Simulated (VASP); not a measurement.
# LiH (Fm-3m) in VASP: notebook

The runs below take LiH through single point, relaxation of cell and atoms, with PBE.

Program: VASP 6.6.1. These are calculated values, not measurements. Logs are shortened: lines on timing, memory, paths and dates and some standing lists are left out, and cuts for length are marked.

### 1 The cell of the first run

The structure is cubic, space group Fm-3m (No. 225). The conventional cell has a = 4.007 Å, b = 4.007 Å, c = 4.007 Å, α = 90.00°, β = 90.00°, γ = 90.00°. Li (site symmetry m-3m) has 6 H at 2.00 Å within 2.7 Å. Within 2.7 Å of H (site symmetry m-3m) lie 6 Li at 2.00 Å.

### 2 Single point, PBE

The input, INCAR:

```
SYSTEM = LiH
  ALGO = Normal
  EDIFF = 1E-6
  ENCUT = 520
  GGA = PE
  ISIF = 2
  ISMEAR = 0
  LASPH = .True.
  LCHARG = .False.
  LREAL = .False.
  LWAVE = .False.
  NBANDS = 9
  NELM = 60
  PREC = Accurate
  SIGMA = 0.02
```

The input, KPOINTS:

```
k-points
0
Gamma
  8 8 8
  0 0 0
```

The input, POSCAR:

```
LiH
1.0
    0.0000000000      2.0034510997      2.0034510997
    2.0034510997      0.0000000000      2.0034510997
    2.0034510997      2.0034510997      0.0000000000
Li H
1 1
Direct
    0.0000000000      0.0000000000      0.0000000000
    0.5000000000      0.5000000000      0.5000000000
```

Potentials or basis: VASP PAW PBE potentials, release 64 (Li_sv, H).

Started as:

```bash
$ cat potpaw_PBE.64/Li_sv/POTCAR potpaw_PBE.64/H/POTCAR > POTCAR
$ mpirun -np 1 vasp_std > vasp.out
```

OUTCAR:

```text
SYSTEM = LiH
   EDIFF = 1E-6
   ENCUT = 520
   GGA = PE
   ISIF = 2
   ISMEAR = 0
   LASPH = .True.
   LREAL = .False.
   NELM = 60
   PREC = Accurate

 ion  position               nearest neighbor table
   1  0.000  0.000  0.000-
   2  0.500  0.500  0.500-

  LATTYP: Found a face centered cubic cell.
 ALAT       =     4.0069021994

  Lattice vectors:

 A1 = (   0.0000000000,   2.0034510997,   2.0034510997)
 A2 = (   2.0034510997,   0.0000000000,   2.0034510997)
 A3 = (   2.0034510997,   2.0034510997,   0.0000000000)

Analysis of symmetry for initial positions (statically):
=====================================================================
 Subroutine PRICEL returns:
 Original cell was already a primitive cell.

 Routine SETGRP: Setting up the symmetry group for a
 face centered cubic supercell.

 Subroutine GETGRP returns: Found 48 space group operations
 (whereof 48 operations were pure point group operations)
 out of a pool of 48 trial point group operations.

The static configuration has the point symmetry O_h .

Analysis of symmetry for dynamics (positions and initial velocities):
=====================================================================
 Subroutine PRICEL returns:
 Original cell was already a primitive cell.

 Routine SETGRP: Setting up the symmetry group for a
 face centered cubic supercell.

 Subroutine GETGRP returns: Found 48 space group operations
 (whereof 48 operations were pure point group operations)
 out of a pool of 48 trial point group operations.

The dynamic configuration has the point symmetry O_h .

 Subroutine INISYM returns: Found 48 space group operations
 (whereof 48 operations are pure point group operations),
 and found     1 'primitive' translations

----------------------------------------------------------------------------------------

                                     Primitive cell

  volume of cell :      16.0830

  direct lattice vectors                    reciprocal lattice vectors
     0.000000000  2.003451100  2.003451100    -0.249569356  0.249569356  0.249569356
     2.003451100  0.000000000  2.003451100     0.249569356 -0.249569356  0.249569356
     2.003451100  2.003451100  0.000000000     0.249569356  0.249569356 -0.249569356

  length of vectors
     2.833307717  2.833307717  2.833307717     0.432266804  0.432266804  0.432266804

  position of ions in fractional coordinates (direct lattice)
     0.000000000  0.000000000  0.000000000
     0.500000000  0.500000000  0.500000000

  ion indices of the primitive-cell ions
   primitive index   ion index
                 1           1
                 2           2

----------------------------------------------------------------------------------------

 KPOINTS: k-points

Automatic generation of k-mesh.
 Grid dimensions read from file:
 generate k-points for:    8    8    8

 Generating k-lattice:

  Cartesian coordinates                     Fractional coordinates (reciprocal lattice)
    -0.031196169  0.031196169  0.031196169     0.125000000  0.000000000  0.000000000
     0.031196169 -0.031196169  0.031196169     0.000000000  0.125000000  0.000000000
     0.031196169  0.031196169 -0.031196169     0.000000000  0.000000000  0.125000000

  Length of vectors
     0.054033350  0.054033350  0.054033350

  Shift w.r.t. Gamma in fractional coordinates (k-lattice)
     0.000000000  0.000000000  0.000000000

 Subroutine IBZKPT returns following result:
 ===========================================

 Found     29 irreducible k-points:

 Following reciprocal coordinates:
            Coordinates               Weight
  0.000000  0.000000  0.000000      1.000000
  0.125000  0.000000  0.000000      8.000000
  0.250000  0.000000  0.000000      8.000000
  0.375000  0.000000  0.000000      8.000000
  0.500000  0.000000  0.000000      4.000000
  0.125000  0.125000  0.000000      6.000000
[... 16 lines left out ...]
  0.500000  0.250000  0.125000     48.000000
 -0.375000  0.250000  0.125000     24.000000
 [... further k-points ...]
   k-points           NKPTS =     29   k-points in BZ     NKDIM =     29   number of bands    NBANDS=      9
   number of dos      NEDOS =    301   number of ions     NIONS =      2
   total plane-waves  NPLWV =  13824
   dimension x,y,z NGX =    24 NGY =   24 NGZ =   24
   dimension x,y,z NGXF=    48 NGYF=   48 NGZF=   48
   ions per type =               1   1
   NGX,Y,Z   is equivalent  to a cutoff of  14.08, 14.08, 14.08 a.u.
   NGXF,Y,Z  is equivalent  to a cutoff of  28.16, 28.16, 28.16 a.u.
 SYSTEM =  LiH
   PREC   = accura    normal or accurate (medium, high low for compatibility)
   ISTART =      0    job   : 0-new  1-cont  2-samecut
   ICHARG =      2    charge: 1-file 2-atom 10-const
   ISPIN  =      1    spin polarized calculation?
   LNONCOLLINEAR =      F non collinear calculations
   LSORBIT =      F    spin-orbit coupling
   LASPH  =      T    aspherical Exc in radial PAW
   ENCUT  =  520.0 eV  38.22 Ry    6.18 a.u.   5.27  5.27  5.27*2*pi/ulx,y,z
   NELM   =     60;   NELMIN=  2; NELMDL= -5     # of ELM steps
   EDIFF  = 0.1E-05   stopping-criterion for ELM
   LREAL  =      F    real-space projection
   EDIFFG = 0.1E-04   stopping-criterion for IOM
   NSW    =      0    number of steps for IOM
   IBRION =     -1    ionic relax: 0-MD 1-quasi-New 2-CG
   NFREE  =      0    steps in history (QN), initial steepest desc. (CG)
   ISIF   =      2    stress and relaxation
   ISYM   =      2    0-nonsym 1-usesym 2-fastsym
   POTIM  = 0.5000    time-step for ionic-motion
   TEBEG  =    0.0;   TEEND  =   0.0 temperature during run
   PSTRESS=    0.0 pullay stress
   NELECT =       4.0000    total number of electrons
   NUPDOWN=      -1.0000    fix difference up-down
   EMIN   =  10.00;   EMAX   =-10.00  energy-range for DOS
   EFERMI =   0.00;   METHOD = LEGACY
   ISMEAR =     0;   SIGMA  =   0.02  broadening in eV -4-tet -1-fermi 0-gaus
   EFERMI_NEDOS =   21; number of points for ismear=-14 and -15
   IALGO  =     38    algorithm
   IMIX   =      4    mixing-type and parameters
     AMIX     =   0.40;   BMIX     =  1.00
     AMIX_MAG =   1.60;   BMIX_MAG =  1.00
  volume/ion in A,a.u.               =       8.04        54.27
  Fermi-wavevector in a.u.,A,eV,Ry     =   1.029531  1.945531 14.421278  1.059934
  Thomas-Fermi vector in A             =   2.163583
   LORBIT       =      0    0 simple, 1 ext, 2 COOP (PROOUT), +10 PAW based schemes
   GGA     = PE    functional components
   LHFCALC =     F    Hartree Fock is set to
   AEXX    =    0.0000 exact exchange contribution
   IVDW    =     0    specifies the selected vdW correction
   LEPSILON=     F    determine dielectric tensor
   LRPA    =     F    only Hartree local field effects (RPA)
 non-spin polarized calculation
 Gauss-broadening in eV      SIGMA  =   0.02
  energy-cutoff  :      520.00
  volume of cell :       16.08
 maximum number of plane-waves:       445
 NGX is ok and might be reduce to    24
   NGX = 11   NGY = 11   NGZ = 11

 number of electron       3.9999995 magnetization

 Free energy of the ion-electron system (eV)
  ---------------------------------------------------
  ext. energy  EPLUGINS =         0.00000000
  ---------------------------------------------------
  free energy    TOTEN  =        -6.12692676 eV

  energy without entropy =       -6.12692676  energy(sigma->0) =       -6.12692676

 E-fermi :   0.3569     XC(G=0):  -8.5154

 val. band max:        0.0972442442   @ k =   0.5000   0.5000   0.0000
 cond. band min:       3.0754161399   @ k =   0.5000   0.5000   0.0000
 fundamental gap:      2.9781718957
 Fermi energy:         0.3569439418

 k-point     1 :       0.0000    0.0000    0.0000
  band No.  band energies     occupation
      1     -44.1928      2.00000
      2      -5.3407      2.00000
      3      16.2086      0.00000
      4      18.0006      0.00000
      5      18.0006      0.00000
      6      18.0006      0.00000
      7      22.7184      0.00000
      8      22.7184      0.00000
      9      22.7184      0.00000

 k-point     2 :       0.1250    0.0000    0.0000
  band No.  band energies     occupation
      1     -44.1861      2.00000
      2      -5.0651      2.00000
      3      13.9780      0.00000
      4      16.6711      0.00000
      5      17.4482      0.00000
      6      17.4482      0.00000
      7      22.2590      0.00000
      8      23.9055      0.00000
      9      23.9055      0.00000

 k-point     3 :       0.2500    0.0000    0.0000
  band No.  band energies     occupation
      1     -44.1696      2.00000
      2      -4.2759      2.00000
      3       9.8300      0.00000
      4      15.1743      0.00000
      5      16.7517      0.00000
      6      16.7517      0.00000
      7      22.2711      0.00000
      8      22.2711      0.00000
      9      23.7097      0.00000

 k-point     4 :       0.3750    0.0000    0.0000
  band No.  band energies     occupation
      1     -44.1531      2.00000
      2      -3.1787      2.00000
      3       6.4498      0.00000
      4      14.1366      0.00000
      5      16.5373      0.00000
      6      16.5373      0.00000
      7      20.0810      0.00000
      8      20.0810      0.00000
      9      25.9284      0.00000

 k-point     5 :       0.5000    0.0000    0.0000
  band No.  band energies     occupation
      1     -44.1464      2.00000
      2      -2.5347      2.00000
      3       5.0216      0.00000
      4      13.7695      0.00000
      5      16.6098      0.00000
      6      16.6098      0.00000
      7      19.1863      0.00000
      8      19.1863      0.00000
      9      27.4303      0.00000

 k-point     6 :       0.1250    0.1250    0.0000
  band No.  band energies     occupation
      1     -44.1839      2.00000
      2      -4.9666      2.00000
      3      14.3860      0.00000
      4      15.7665      0.00000
      5      15.7665      0.00000
      6      18.8520      0.00000
      7      19.3125      0.00000
      8      24.7930      0.00000
      9      25.8951      0.00000
[... 169 lines left out ...]
 k-point    21 :       0.5000    0.5000    0.0000
  band No.  band energies     occupation
      1     -44.1323      2.00000
      2       0.0972      2.00000
      3       3.0754      0.00000
      4      10.9177      0.00000
      5      10.9177      0.00000
      6      14.0825      0.00000
      7      17.3880      0.00000
      8      34.9013      0.00000
      9      34.9013      0.00000

 k-point    22 :       0.3750    0.2500    0.1250
  band No.  band energies     occupation
      1     -44.1576      2.00000
      2      -3.5043      2.00000
      3       9.6790      0.00000
      4      10.4268      0.00000
      5      14.3334      0.00000
      6      17.7696      0.00000
      7      20.2473      0.00000
      8      23.9273      0.00000
      9      27.7596      0.00000

 k-point    23 :       0.5000    0.2500    0.1250
  band No.  band energies     occupation
      1     -44.1445      2.00000
      2      -2.3354      2.00000
      3       6.6600      0.00000
      4       9.2441      0.00000
      5      13.6608      0.00000
      6      16.9393      0.00000
      7      22.4402      0.00000
      8      24.4780      0.00000
      9      27.2210      0.00000

 k-point    24 :      -0.3750    0.2500    0.1250
  band No.  band energies     occupation
      1     -44.1391      2.00000
      2      -1.6203      2.00000
      3       5.1894      0.00000
      4       8.9504      0.00000
      5      13.4111      0.00000
      6      16.5327      0.00000
      7      23.1835      0.00000
      8      26.2457      0.00000
      9      27.4589      0.00000

 [... further k-points ...]
[... 5 lines left out ...]
  --------------------------------------------------------------------------------------
  -------------------------------------------------------------------------------------
  Total       -0.0248995     -0.0248995     -0.0248995     -0.0000000     -0.0000000      0.0000000
  in kB       -2.4804710     -2.4804710     -2.4804710     -0.0000000     -0.0000000      0.0000000
  external PRESSURE =      -2.4804710 kB  Pullay stress =       0.0000000 kB

 VOLUME and BASIS-vectors are now :
 -----------------------------------------------------------------------------
  energy-cutoff  :      520.00
  volume of cell :       16.08
      direct lattice vectors                 reciprocal lattice vectors
     0.000000000  2.003451100  2.003451100    -0.249569356  0.249569356  0.249569356
     2.003451100  0.000000000  2.003451100     0.249569356 -0.249569356  0.249569356
     2.003451100  2.003451100  0.000000000     0.249569356  0.249569356 -0.249569356

 POSITION                                       TOTAL-FORCE (eV/Angst)
 -----------------------------------------------------------------------------------
      0.00000      0.00000      0.00000         0.000000     -0.000000     -0.000000
      2.00345      2.00345      2.00345        -0.000000      0.000000      0.000000
 -----------------------------------------------------------------------------------
    total drift:                                0.000000     -0.000000     -0.000000

  FREE ENERGIE OF THE ION-ELECTRON SYSTEM (eV)
  ---------------------------------------------------
  free  energy   TOTEN  =        -6.1269267552 eV

  energy  without entropy=       -6.1269267552  energy(sigma->0) =       -6.12692676
```

It took 6.5 s on 1 thread of Intel Xeon 8259CL, shared host; peak memory 0.13 GiB.

Results:

- Free energy: -6.1269 eV
- Band gap on the k mesh: 2.98 eV

Levels at points of the mesh, in eV from the valence-band top:
| k point | band 1 | band 2 | band 3 | band 4 | band 5 | band 6 | band 7 |
| --- | --- | --- | --- | --- | --- | --- | --- |
| (0.00, 0.00, 0.00) | -44.29 | -5.44 | 16.11 | 17.90 | 17.90 | 17.90 | 22.62 |
| (0.50, 0.00, 0.00) | -44.24 | -2.63 | 4.92 | 13.67 | 16.51 | 16.51 | 19.09 |
| (0.50, 0.50, 0.00) | -44.23 | 0.00 | 2.98 | 10.82 | 10.82 | 13.99 | 17.29 |

Caveat: the cutoff is under 1.25 times the usual one of these potentials, so pressure, stress and relaxed cells hold a basis-set (Pulay) error. A k mesh can miss the band edges.

### 3 Relaxation of cell and atoms, PBE

This run uses another cell than the first one, of 8.45 Å³/atom.

The input, INCAR:

```
SYSTEM = LiH
  PREC = Accurate
  ENCUT = 600
  EDIFF = 1E-6
  ISMEAR = 0
  SIGMA = 0.02
  LREAL = .FALSE.
  LASPH = .TRUE.
  NELM = 80
  ALGO = Normal
  ISIF = 3
  LWAVE = .FALSE.
  LCHARG = .FALSE.
  GGA = PE
  IBRION = 2
  NSW = 90
  EDIFFG = -0.02
```

The input, KPOINTS:

```
Automatic mesh
0
G
  8 8 8
  0 0 0
```

The input, POSCAR:

```
LiH
1.0
    0.0000000000      2.0367500000      2.0367500000
    2.0367500000      0.0000000000      2.0367500000
    2.0367500000      2.0367500000      0.0000000000
Li H
1 1
Direct
    0.0000000000      0.0000000000      0.0000000000
    0.5000000000      0.5000000000      0.5000000000
```

Potentials or basis: VASP PAW PBE potentials, release 64 (Li_sv, H).

Started as:

```bash
$ cat potpaw_PBE.64/Li_sv/POTCAR potpaw_PBE.64/H/POTCAR > POTCAR
$ mpirun -np 1 vasp_std > vasp.out
```

Run time: 11 s. Hardware: 1 thread of Intel Xeon 8259CL, shared host; peak memory 0.13 GiB.

It converged, with:

```
Free energy                           : -6.1283 eV
Relaxed volume                        : 7.98 Å³/atom
Relaxed cell                          : a = 2.826 Å, b = 2.826 Å, c = 2.826 Å, α = 60.00°, β = 60.00°, γ = 60.00°
Space group after relaxing (to 0.1 Å) : Fm-3m (No. 225)
Energy gained by relaxing             : 2.8 meV/atom
Ionic steps                           : 3
Pressure after relaxing               : 0.0 GPa
Band gap on the k mesh                : 2.97 eV
```

Step by step:
```tsv
step	energy change (eV)	largest force (eV/Å)	pressure (GPa)	volume (Å³)
1	0.0000	0.0000	-1.85	16.90
2	-0.0024	0.0000	-1.42	16.66
3	-0.0055	0.0000	0.03	15.96
```

Final structure:
```yaml
crystal:
  lattice:
    - [0.00000, 1.99838, 1.99838]
    - [1.99838, 0.00000, 1.99838]
    - [1.99838, 1.99838, 0.00000]
  atoms:
    - { symbol: Li, position: [0.00000, 0.00000, 0.00000] }
    - { symbol: H, position: [0.50000, 0.50000, 0.50000] }
```

Levels at points of the mesh, in eV from the valence-band top:
| k point | band 1 | band 2 | band 3 | band 4 | band 5 |
| --- | --- | --- | --- | --- | --- |
| (0.00, 0.00, 0.00) | -44.28 | -5.47 | 16.20 | 17.98 | 17.98 |
| (0.50, 0.00, 0.00) | -44.23 | -2.65 | 4.94 | 13.74 | 16.58 |
| (0.50, 0.50, 0.00) | -44.22 | 0.00 | 2.97 | 10.86 | 10.86 |

Caveat: the cutoff is under 1.25 times the usual one of these potentials, so pressure, stress and relaxed cells hold a basis-set (Pulay) error.
